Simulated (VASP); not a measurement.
# Ge (R-3m) in VASP: further runs, part 3 of 3

VASP 6.6.1. The steps go on from the part before.

## 4. Electric field gradients, PBE (equal xy, yz and zx shear strains of +1 %)

Input file INCAR:

```
SYSTEM = Ge
PREC = Accurate ; ENCUT = 520
EDIFF = 1E-8 ; ISMEAR = -1
SIGMA = 0.05 ; LREAL = .False.
LASPH = .True. ; NELM = 60
ALGO = Normal ; ISIF = 2
LWAVE = .False. ; LCHARG = .False.
GGA = PE ; LEFG = .True.
NBANDS = 21
```

Input file KPOINTS:

```
Automatic mesh
0
Gamma
  10 10 10
  0 0 0
```

Input file POSCAR:

```
Ge
1.0
    0.0282877000      2.8429138500      2.8429138500
    2.8429138500      0.0282877000      2.8429138500
    2.8429138500      2.8429138500      0.0282877000
Ge
2
Direct
    0.5000000000      0.5000000000      0.5000000000
    0.7500000000      0.7500000000      0.7500000000
```

Potentials or basis: VASP PAW PBE potentials, release 64 (Ge_d).

Command:

```sh
cat potpaw_PBE.64/Ge_d/POTCAR > POTCAR
mpirun -np 1 vasp_std > vasp.out
```

OUTCAR:

```text
SYSTEM = Ge
   PREC = Accurate
   ENCUT = 520
   EDIFF = 1E-8
   ISMEAR = -1
   LREAL = .False.
   LASPH = .True.
   NELM = 60
   ISIF = 2
   GGA = PE

 ion  position               nearest neighbor table
   1  0.500  0.500  0.500-   2 2.44   2 2.44   2 2.44   2 2.47
   2  0.750  0.750  0.750-   1 2.44   1 2.44   1 2.44   1 2.47

  LATTYP: Found a trigonal (rhomboedric) cell.
 ALAT       =     4.0205868366
 COS(alpha) =     0.5099250056

  Lattice vectors:

 A1 = (   0.0282877000,   2.8429138500,   2.8429138500)
 A2 = (   2.8429138500,   0.0282877000,   2.8429138500)
 A3 = (   2.8429138500,   2.8429138500,   0.0282877000)

Analysis of symmetry for initial positions (statically):
=====================================================================
 Subroutine PRICEL returns:
 Original cell was already a primitive cell.

 Routine SETGRP: Setting up the symmetry group for a
 trigonal (rhombohedral) supercell.

 Subroutine GETGRP returns: Found 12 space group operations
 (whereof  6 operations were pure point group operations)
 out of a pool of 12 trial point group operations.

The static configuration has the point symmetry C_3v.
 The point group associated with its full space group is D_3d.

Analysis of symmetry for dynamics (positions and initial velocities):
=====================================================================
 Subroutine PRICEL returns:
 Original cell was already a primitive cell.

 Routine SETGRP: Setting up the symmetry group for a
 trigonal (rhombohedral) supercell.

 Subroutine GETGRP returns: Found 12 space group operations
 (whereof  6 operations were pure point group operations)
 out of a pool of 12 trial point group operations.

The dynamic configuration has the point symmetry C_3v.
 The point group associated with its full space group is D_3d.

 Subroutine INISYM returns: Found 12 space group operations
 (whereof  6 operations are pure point group operations),
 and found     1 'primitive' translations

----------------------------------------------------------------------------------------

                                     Primitive cell

  volume of cell :      45.2679

  direct lattice vectors                    reciprocal lattice vectors
     0.028287700  2.842913850  2.842913850    -0.178522909  0.176764062  0.176764062
     2.842913850  0.028287700  2.842913850     0.176764062 -0.178522909  0.176764062
     2.842913850  2.842913850  0.028287700     0.176764062  0.176764062 -0.178522909

  length of vectors
     4.020586837  4.020586837  4.020586837     0.307183164  0.307183164  0.307183164

  position of ions in fractional coordinates (direct lattice)
     0.500000000  0.500000000  0.500000000
     0.750000000  0.750000000  0.750000000

  ion indices of the primitive-cell ions
   primitive index   ion index
                 1           1
                 2           2

----------------------------------------------------------------------------------------

 KPOINTS: Automatic mesh

Automatic generation of k-mesh.
 Grid dimensions read from file:
 generate k-points for:   10   10   10

[... 70 lines left out ...]
   ISYM   =      2    0-nonsym 1-usesym 2-fastsym
   POTIM  = 0.5000    time-step for ionic-motion
   TEBEG  =    0.0;   TEEND  =   0.0 temperature during run
   PSTRESS=    0.0 pullay stress
   NELECT =      28.0000    total number of electrons
   NUPDOWN=      -1.0000    fix difference up-down
   EMIN   =  10.00;   EMAX   =-10.00  energy-range for DOS
   EFERMI =   0.00;   METHOD = LEGACY
   ISMEAR =    -1;   SIGMA  =   0.05  broadening in eV -4-tet -1-fermi 0-gaus
   EFERMI_NEDOS =   21; number of points for ismear=-14 and -15
   IALGO  =     38    algorithm
   IMIX   =      4    mixing-type and parameters
     AMIX     =   0.40;   BMIX     =  1.00
     AMIX_MAG =   1.60;   BMIX_MAG =  1.00
  volume/ion in A,a.u.               =      22.63       152.74
  Fermi-wavevector in a.u.,A,eV,Ry     =   1.394860  2.635904 26.471972  1.945635
  Thomas-Fermi vector in A             =   2.518368
   LORBIT       =      0    0 simple, 1 ext, 2 COOP (PROOUT), +10 PAW based schemes
   GGA     = PE    functional components
   LHFCALC =     F    Hartree Fock is set to
   AEXX    =    0.0000 exact exchange contribution
   IVDW    =     0    specifies the selected vdW correction
   LEPSILON=     F    determine dielectric tensor
   LRPA    =     F    only Hartree local field effects (RPA)
 non-spin polarized calculation
  energy-cutoff  :      520.00
  volume of cell :       45.27
 maximum number of plane-waves:      1255
 NGX is ok and might be reduce to    30
   NGX = 15   NGY = 15   NGZ = 15

 number of electron      28.0000020 magnetization

 Free energy of the ion-electron system (eV)
  ---------------------------------------------------
  ext. energy  EPLUGINS =         0.00000000
  ---------------------------------------------------
  free energy    TOTEN  =        -9.00301239 eV

  energy without entropy =       -9.00250691  energy(sigma->0) =       -9.00275965

 E-fermi :   5.0347     XC(G=0):  -9.9256

 val. band max:        5.0205609984   @ k =   0.0000   0.0000   0.0000
 cond. band min:       5.1380634798   @ k =   0.5000   0.0000   0.0000
 fundamental gap:      0.1175024814
 Fermi energy:         5.0347356608

 k-point     1 :       0.0000    0.0000    0.0000
  band No.  band energies     occupation
      1     -19.8265      2.00000
      2     -19.8265      2.00000
      3     -19.8107      2.00000
      4     -19.7850      2.00000
      5     -19.7850      2.00000
      6     -19.5847      2.00000
[... 565 lines left out ...]
     20      16.6436      0.00000
     21      16.7729      0.00000

 [... further k-points ...]

------------------------ aborting loop because EDIFF is reached ----------------------------------------

  FORCE on cell =-STRESS in cart. coord.  units (eV):
  Direction    XX          YY          ZZ          XY          YZ          ZX
  --------------------------------------------------------------------------------------
  -------------------------------------------------------------------------------------
  Total        1.0249655      1.0249655      1.0249655     -0.2380420     -0.2380420     -0.2380420
  in kB       36.2768353     36.2768353     36.2768353     -8.4250754     -8.4250754     -8.4250754
  external PRESSURE =      36.2768353 kB  Pullay stress =       0.0000000 kB

 VOLUME and BASIS-vectors are now :
 -----------------------------------------------------------------------------
  energy-cutoff  :      520.00
  volume of cell :       45.27
      direct lattice vectors                 reciprocal lattice vectors
     0.028287700  2.842913850  2.842913850    -0.178522909  0.176764062  0.176764062
     2.842913850  0.028287700  2.842913850     0.176764062 -0.178522909  0.176764062
     2.842913850  2.842913850  0.028287700     0.176764062  0.176764062 -0.178522909

 POSITION                                       TOTAL-FORCE (eV/Angst)
 -----------------------------------------------------------------------------------
      2.85706      2.85706      2.85706         0.087256      0.087256      0.087256
      4.28559      4.28559      4.28559        -0.087256     -0.087256     -0.087256
 -----------------------------------------------------------------------------------
    total drift:                                0.000000     -0.000000     -0.000000

  FREE ENERGIE OF THE ION-ELECTRON SYSTEM (eV)
  ---------------------------------------------------
  free  energy   TOTEN  =        -9.0030123896 eV

  energy  without entropy=       -9.0025069130  energy(sigma->0) =       -9.00275965

 Electric field gradients (V/A^2)
---------------------------------------------------------------------
 ion       V_xx      V_yy      V_zz      V_xy      V_xz      V_yz
---------------------------------------------------------------------
   1       0.000     0.000    -0.000     4.850     4.850     4.850
   2       0.000     0.000    -0.000     4.850     4.850     4.850
---------------------------------------------------------------------

 Electric field gradients after diagonalization (V/A^2)
 (convention: |V_zz| > |V_xx| > |V_yy|)
----------------------------------------------------------------------
 ion       V_xx      V_yy      V_zz     asymmetry (V_yy - V_xx)/ V_zz
----------------------------------------------------------------------
   1      -4.850    -4.850     9.700       0.000
   2      -4.850    -4.850     9.700       0.000
----------------------------------------------------------------------

           NMR quadrupolar parameters

 Cq : quadrupolar parameter    Cq=e*Q*V_zz/h
 eta: asymmetry parameters     (V_yy - V_xx)/ V_zz
 Q  : nuclear electric quadrupole moment in mb (millibarn)
----------------------------------------------------------------------
 ion       Cq(MHz)       eta       Q (mb)
----------------------------------------------------------------------
   1       0.023       0.000       1.000
   2       0.023       0.000       1.000
----------------------------------------------------------------------
```

stdout:

```text
POSCAR found type information on POSCAR Ge
 POSCAR found :  1 types and       2 ions
 scaLAPACK will be used
 LDA part: xc-table for (Slater+PW92), standard interpolation
 POSCAR, INCAR and KPOINTS ok, starting setup
 FFT: planning ... GRIDC
 FFT: planning ... GRID_SOFT
 FFT: planning ... GRID
 WAVECAR not read
 entering main loop
ion   1

ion   2
```

It took 2.6 min on 1 thread of Intel Xeon 8259CL, shared host; peak memory 0.23 GiB.

Results:

```
Free energy                             : -9.0030 eV
Pressure                                : 3.6 GPa
Largest force                           : 0.151 eV/Å
Largest electric field gradient by atom : Ge +9.7 V/Å²
```

Forces on the atoms (eV/Å):
```
Ge   0.087  0.087  0.087
Ge  -0.087 -0.087 -0.087
```

Electric field gradients, principal values (V/Å²):
| atom | least | middle | greatest (by size) |
| --- | --- | --- | --- |
| 1 Ge | -4.850 | -4.850 | 9.700 |
| 2 Ge | -4.850 | -4.850 | 9.700 |

Caveat: the cell differs from its parent crystal (equal xy, yz and zx shear strains of +1 %); the cell stands under pressure; without QUAD_EFG the Cq values of the log hold for a quadrupole moment of 1 mb, not for the nuclei.

## 5. The runs side by side

```tsv
cell	gap on the mesh (eV)	pressure (GPa)	largest force (eV/Å)
a = 4.041 Å, angles 58.7°, 2 atoms	none	3.7	0.29
a = 3.961 Å, angles 61.3°, 2 atoms	none	3.7	0.36
a = 4.021 Å, angles 59.3°, 2 atoms	-	3.6	0.15
```

Alike in all rows: task electric field gradients; level PBE; potentials or basis VASP PAW PBE potentials, release 64 (Ge_d); no spin polarisation; k mesh 10 × 10 × 10; cutoff (eV) 520; smearing fermi-dirac 0.05 eV.

Caveats: the cell stands under pressure; semilocal functionals underestimate gaps, so a narrow gap can read as zero (at least some runs).

Total energies depend on the potentials used, so only differences within one code and one set of settings carry meaning.
